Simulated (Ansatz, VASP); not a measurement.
# Two plane-wave programs on CdSe

```
Cd Se
1.0
     4.34001    0.00000    0.00000
    -2.17000    3.75856    0.00000
     0.00000    0.00000    7.07843
Cd Se
2 2
Cartesian
  2.1700 1.2529 3.5391
  0.0000 2.5057 7.0783
  2.1700 1.2529 6.1999
  0.0000 2.5057 2.6607
```

Alike in both runs: functional r2SCAN; k mesh 9 × 9 × 4; occupations gaussian, width 0.02 eV; no spin polarisation.

Ansatz relaxed the structure, and its values are those at the end. VASP's run is a single point on that final structure, the one shown.

|  | VASP | Ansatz |
| --- | --- | --- |
| version | VASP 6.6.1 | Ansatz 0.2.0 |
| potentials or method | VASP PAW PBE potentials, release 64 (Cd, Se), cutoff 520 eV | scalar-relativistic, plane waves, PAW |
| valence electrons in the cell | 36 | 72 |

Ansatz gave:

```
gap on the k mesh at the Fermi level (eV) : 1.10
least direct gap on the mesh (eV)         : 1.10
pressure (GPa)                            : 0.0
```

Q: Estimate VASP's values.

A: gap on the k mesh at the Fermi level (eV): 1.09; least direct gap on the mesh (eV): 1.09; pressure (GPa): 0.2.

VASP's potentials were made for PBE, not for r2SCAN. VASP's potentials hold 36 valence electrons a cell and Ansatz's 72, so a difference there can come from the potentials and not from the codes.
